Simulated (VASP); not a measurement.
# Ta (Im-3m) in VASP: notebook

Runs on Ta. Level: PBEsol. Tasks: single point.

Everything below comes from runs of VASP 6.6.1. Logs are shortened: lines on timing, memory, paths and dates and some standing lists are left out, and cuts for length are marked.

## Step 1: The cell of the first run

The structure is cubic, space group Im-3m (No. 229). Conventional cell: a = 3.258 Å, b = 3.258 Å, c = 3.258 Å, α = 90.00°, β = 90.00°, γ = 90.00°. Ta (site symmetry m-3m) has 14 Ta at 2.82 to 3.26 Å within 3.7 Å.

## Step 2: Single point, PBEsol (volume scaled by 0.96)

File INCAR:

```
PREC = Accurate
ENCUT = 520
EDIFF = 1E-6
ISMEAR = -1
SIGMA = 0.08
LREAL = F
LASPH = T
NELM = 100
ALGO = Normal
ISIF = 2
LWAVE = F
LCHARG = T
GGA = PS
LELF = T
LVHAR = T
NBANDS = 12
```

File KPOINTS:

```
regular mesh
0
Gamma
  17 17 17
```

File POSCAR:

```
Ta
1.0
   -1.6289626696      1.6289626696      1.6289626696
    1.6289626696     -1.6289626696      1.6289626696
    1.6289626696      1.6289626696     -1.6289626696
Ta
1
Direct
    0.0000000000      0.0000000000      0.0000000000
```

Potentials or basis: VASP PAW PBE potentials, release 64 (Ta_pv).

On the command line:

```sh
> cat potpaw_PBE.64/Ta_pv/POTCAR > POTCAR
> mpirun -np 1 vasp_std > vasp.out
```

OUTCAR:

```text
PREC = Accurate
   ENCUT = 520
   EDIFF = 1E-6
   ISMEAR = -1
   LREAL = F
   LASPH = T
   NELM = 100
   ISIF = 2
   GGA = PS

 ion  position               nearest neighbor table
   1  0.000  0.000  0.000-

  LATTYP: Found a body centered cubic cell.
 ALAT       =     3.2579253392

  Lattice vectors:

 A1 = (  -1.6289626696,   1.6289626696,   1.6289626696)
 A2 = (   1.6289626696,  -1.6289626696,   1.6289626696)
 A3 = (   1.6289626696,   1.6289626696,  -1.6289626696)

Analysis of symmetry for initial positions (statically):
=====================================================================
 Subroutine PRICEL returns:
 Original cell was already a primitive cell.

 Routine SETGRP: Setting up the symmetry group for a
 body centered cubic supercell.

 Subroutine GETGRP returns: Found 48 space group operations
 (whereof 48 operations were pure point group operations)
 out of a pool of 48 trial point group operations.

The static configuration has the point symmetry O_h .

Analysis of symmetry for dynamics (positions and initial velocities):
=====================================================================
 Subroutine PRICEL returns:
 Original cell was already a primitive cell.

 Routine SETGRP: Setting up the symmetry group for a
 body centered cubic supercell.

 Subroutine GETGRP returns: Found 48 space group operations
 (whereof 48 operations were pure point group operations)
 out of a pool of 48 trial point group operations.

The dynamic configuration has the point symmetry O_h .

 Subroutine INISYM returns: Found 48 space group operations
 (whereof 48 operations are pure point group operations),
 and found     1 'primitive' translations

----------------------------------------------------------------------------------------

                                     Primitive cell

  volume of cell :      17.2899

  direct lattice vectors                    reciprocal lattice vectors
    -1.628962670  1.628962670  1.628962670     0.000000000  0.306943805  0.306943805
     1.628962670 -1.628962670  1.628962670     0.306943805  0.000000000  0.306943805
     1.628962670  1.628962670 -1.628962670     0.306943805  0.306943805  0.000000000

  length of vectors
     2.821446107  2.821446107  2.821446107     0.434084092  0.434084092  0.434084092

  position of ions in fractional coordinates (direct lattice)
     0.000000000  0.000000000  0.000000000

  ion indices of the primitive-cell ions
   primitive index   ion index
                 1           1

----------------------------------------------------------------------------------------

 KPOINTS: regular mesh

Automatic generation of k-mesh.
 Grid dimensions read from file:
 generate k-points for:   17   17   17

 Generating k-lattice:

  Cartesian coordinates                     Fractional coordinates (reciprocal lattice)
     0.000000000  0.018055518  0.018055518     0.058823529  0.000000000  0.000000000
     0.018055518  0.000000000  0.018055518     0.000000000  0.058823529  0.000000000
     0.018055518  0.018055518  0.000000000     0.000000000  0.000000000  0.058823529

  Length of vectors
     0.025534358  0.025534358  0.025534358

  Shift w.r.t. Gamma in fractional coordinates (k-lattice)
     0.000000000  0.000000000  0.000000000

 Subroutine IBZKPT returns following result:
 ===========================================

 Found    165 irreducible k-points:

 Following reciprocal coordinates:
            Coordinates               Weight
  0.000000  0.000000  0.000000      1.000000
  0.058824  0.000000  0.000000     12.000000
  0.117647  0.000000  0.000000     12.000000
  0.176471  0.000000  0.000000     12.000000
  0.235294  0.000000  0.000000     12.000000
  0.294118  0.000000  0.000000     12.000000
[... 16 lines left out ...]
  0.411765  0.117647 -0.000000     48.000000
  0.176471  0.176471  0.000000     24.000000
 [... further k-points ...]
   k-points           NKPTS =    165   k-points in BZ     NKDIM =    165   number of bands    NBANDS=     12
   number of dos      NEDOS =    301   number of ions     NIONS =      1
   total plane-waves  NPLWV =  13824
   dimension x,y,z NGX =    24 NGY =   24 NGZ =   24
   dimension x,y,z NGXF=    48 NGYF=   48 NGZF=   48
   ions per type =               1
   NGX,Y,Z   is equivalent  to a cutoff of  14.14, 14.14, 14.14 a.u.
   NGXF,Y,Z  is equivalent  to a cutoff of  28.28, 28.28, 28.28 a.u.
 SYSTEM =  unknown system
   PREC   = accura    normal or accurate (medium, high low for compatibility)
   ISTART =      0    job   : 0-new  1-cont  2-samecut
   ICHARG =      2    charge: 1-file 2-atom 10-const
   ISPIN  =      1    spin polarized calculation?
   LNONCOLLINEAR =      F non collinear calculations
   LSORBIT =      F    spin-orbit coupling
   LASPH  =      T    aspherical Exc in radial PAW
   ENCUT  =  520.0 eV  38.22 Ry    6.18 a.u.   5.25  5.25  5.25*2*pi/ulx,y,z
   NELM   =    100;   NELMIN=  2; NELMDL= -5     # of ELM steps
   EDIFF  = 0.1E-05   stopping-criterion for ELM
   LREAL  =      F    real-space projection
   EDIFFG = 0.1E-04   stopping-criterion for IOM
   NSW    =      0    number of steps for IOM
   IBRION =     -1    ionic relax: 0-MD 1-quasi-New 2-CG
   NFREE  =      0    steps in history (QN), initial steepest desc. (CG)
   ISIF   =      2    stress and relaxation
   ISYM   =      2    0-nonsym 1-usesym 2-fastsym
   POTIM  = 0.5000    time-step for ionic-motion
   TEBEG  =    0.0;   TEEND  =   0.0 temperature during run
   PSTRESS=    0.0 pullay stress
   NELECT =      11.0000    total number of electrons
   NUPDOWN=      -1.0000    fix difference up-down
   EMIN   =  10.00;   EMAX   =-10.00  energy-range for DOS
   EFERMI =   0.00;   METHOD = LEGACY
   ISMEAR =    -1;   SIGMA  =   0.08  broadening in eV -4-tet -1-fermi 0-gaus
   EFERMI_NEDOS =   21; number of points for ismear=-14 and -15
   IALGO  =     38    algorithm
   IMIX   =      4    mixing-type and parameters
     AMIX     =   0.40;   BMIX     =  1.00
     AMIX_MAG =   1.60;   BMIX_MAG =  1.00
  volume/ion in A,a.u.               =      17.29       116.68
  Fermi-wavevector in a.u.,A,eV,Ry     =   1.408017  2.660767 26.973716  1.982512
  Thomas-Fermi vector in A             =   2.530218
   LORBIT       =      0    0 simple, 1 ext, 2 COOP (PROOUT), +10 PAW based schemes
   GGA     = PS    functional components
   LHFCALC =     F    Hartree Fock is set to
   AEXX    =    0.0000 exact exchange contribution
   IVDW    =     0    specifies the selected vdW correction
   LEPSILON=     F    determine dielectric tensor
   LRPA    =     F    only Hartree local field effects (RPA)
 non-spin polarized calculation
  energy-cutoff  :      520.00
  volume of cell :       17.29
 maximum number of plane-waves:       478
 NGX is ok and might be reduce to    24
   NGX = 11   NGY = 11   NGZ = 11

 number of electron      11.0000000 magnetization

 Free energy of the ion-electron system (eV)
  ---------------------------------------------------
  ext. energy  EPLUGINS =         0.00000000
  ---------------------------------------------------
  free energy    TOTEN  =       -12.55925969 eV

  energy without entropy =      -12.53279927  energy(sigma->0) =      -12.54602948

 E-fermi :   5.6457     XC(G=0): -12.9393

 val. band max:        5.6370895996   @ k =   0.1765   0.0588   0.0000
 cond. band min:       5.6598944826   @ k =  -0.2941   0.4118   0.1176
 fundamental gap:      0.0228048830
 Fermi energy:         5.6456828123

 k-point     1 :       0.0000    0.0000    0.0000
  band No.  band energies     occupation
      1     -27.2061      2.00000
      2     -27.2061      2.00000
      3     -27.2061      2.00000
      4      -2.4301      2.00000
      5       6.3726      0.00023
      6       6.3726      0.00023
      7       6.3726      0.00023
      8       9.7908      0.00000
      9       9.7908      0.00000
     10      20.4580      0.00000
     11      20.8893      0.00000
     12      20.8893      0.00000

 k-point     2 :       0.0588    0.0000    0.0000
  band No.  band energies     occupation
      1     -27.2563      2.00000
      2     -27.2213      2.00000
      3     -27.2064      2.00000
      4      -2.2663      2.00000
      5       6.2651      0.00087
      6       6.3424      0.00033
      7       6.5331      0.00003
      8       9.6125      0.00000
      9       9.7904      0.00000
     10      20.4580      0.00000
     11      21.0399      0.00000
     12      21.1742      0.00000

 k-point     3 :       0.1176    0.0000    0.0000
  band No.  band energies     occupation
      1     -27.3979      2.00000
      2     -27.2646      2.00000
      3     -27.2074      2.00000
      4      -1.7956      2.00000
      5       5.9725      0.03308
      6       6.2111      0.00170
      7       7.0090      0.00000
      8       9.2600      0.00000
      9       9.7998      0.00000
     10      20.4573      0.00000
     11      21.4136      0.00000
     12      21.9967      0.00000
[... 286 lines left out ...]
 k-point    23 :       0.4118    0.1176   -0.0000
  band No.  band energies     occupation
      1     -28.4885      2.00000
      2     -27.6948      2.00000
      3     -27.2817      2.00000
      4       1.5476      2.00000
      5       4.0843      2.00000
      6       6.5912      0.00001
      7       9.5190      0.00000
      8      11.0322      0.00000
      9      14.3485      0.00000
     10      17.3772      0.00000
     11      18.8686      0.00000
     12      20.4769      0.00000

 k-point    24 :       0.1765    0.1765    0.0000
  band No.  band energies     occupation
      1     -28.0805      2.00000
      2     -27.4956      2.00000
      3     -27.2969      2.00000
      4       0.9474      2.00000
      5       4.7083      1.99998
      6       5.0031      1.99935
      7       8.7795      0.00000
      8      10.5468      0.00000
      9      10.7231      0.00000
     10      20.4084      0.00000
     11      20.8193      0.00000
     12      22.9161      0.00000

 [... further k-points ...]
[... 5 lines left out ...]
  --------------------------------------------------------------------------------------
  -------------------------------------------------------------------------------------
  Total        0.5447040      0.5447040      0.5447040      0.0000000      0.0000000     -0.0000000
  in kB       50.4751622     50.4751622     50.4751622      0.0000000      0.0000000     -0.0000000
  external PRESSURE =      50.4751622 kB  Pullay stress =       0.0000000 kB

 VOLUME and BASIS-vectors are now :
 -----------------------------------------------------------------------------
  energy-cutoff  :      520.00
  volume of cell :       17.29
      direct lattice vectors                 reciprocal lattice vectors
    -1.628962670  1.628962670  1.628962670     0.000000000  0.306943805  0.306943805
     1.628962670 -1.628962670  1.628962670     0.306943805  0.000000000  0.306943805
     1.628962670  1.628962670 -1.628962670     0.306943805  0.306943805  0.000000000

 POSITION                                       TOTAL-FORCE (eV/Angst)
 -----------------------------------------------------------------------------------
      0.00000      0.00000      0.00000        -0.000000      0.000000     -0.000000
 -----------------------------------------------------------------------------------
    total drift:                                0.000000      0.000000     -0.000000

  FREE ENERGIE OF THE ION-ELECTRON SYSTEM (eV)
  ---------------------------------------------------
  free  energy   TOTEN  =       -12.5592596910 eV

  energy  without entropy=      -12.5327992665  energy(sigma->0) =      -12.54602948
```

It took 26 s on 1 thread of Intel Xeon 8259CL, shared host; peak memory 0.16 GiB.

What came out:

```yaml
Free_energy: -12.5593 eV
Pressure: 5.0 GPa
```

Caveat: the PAW data sets were made with another functional, which shifts forces and pressure a little; spin-orbit coupling is left out, which moves the levels of the heavy elements.

## Step 3: Single point, PBEsol (volume scaled by 0.99)

File INCAR:

```
ALGO = Normal
EDIFF = 1E-7
ENCUT = 520
GGA = PS
ISIF = 2
ISMEAR = -1
LASPH = T
LCHARG = F
LREAL = F
LWAVE = F
NBANDS = 12
NELM = 60
PREC = Accurate
SIGMA = 0.08
```

File KPOINTS:

```
k-points
0
Gamma
  17 17 17
```

File POSCAR:

```
Ta
1.0
   -1.6457572832      1.6457572832      1.6457572832
    1.6457572832     -1.6457572832      1.6457572832
    1.6457572832      1.6457572832     -1.6457572832
Ta
1
Direct
    0.0000000000      0.0000000000      0.0000000000
```

Potentials or basis: VASP PAW PBE potentials, release 64 (Ta_pv).

On the command line:

```sh
> cat potpaw_PBE.64/Ta_pv/POTCAR > POTCAR
> mpirun -np 1 vasp_std > vasp.out
```

It took 40 s on 1 thread of Intel Xeon 8259CL, shared host; peak memory 0.16 GiB.

Results (log left out):

```yaml
Free_energy: -12.5649 eV
Pressure: -1.6 GPa
```

Levels at points of the mesh, in eV from the Fermi level:
```csv
k point,band 4,band 5,band 6,band 7,band 8,band 9
"(0.00, 0.00, 0.00)",-7.97,0.72,0.72,0.72,4.03,4.03
```

Caveat: the PAW data sets were made with another functional, which shifts forces and pressure a little; spin-orbit coupling is left out, which moves the levels of the heavy elements.

(Part 1 of 2 ends here.)
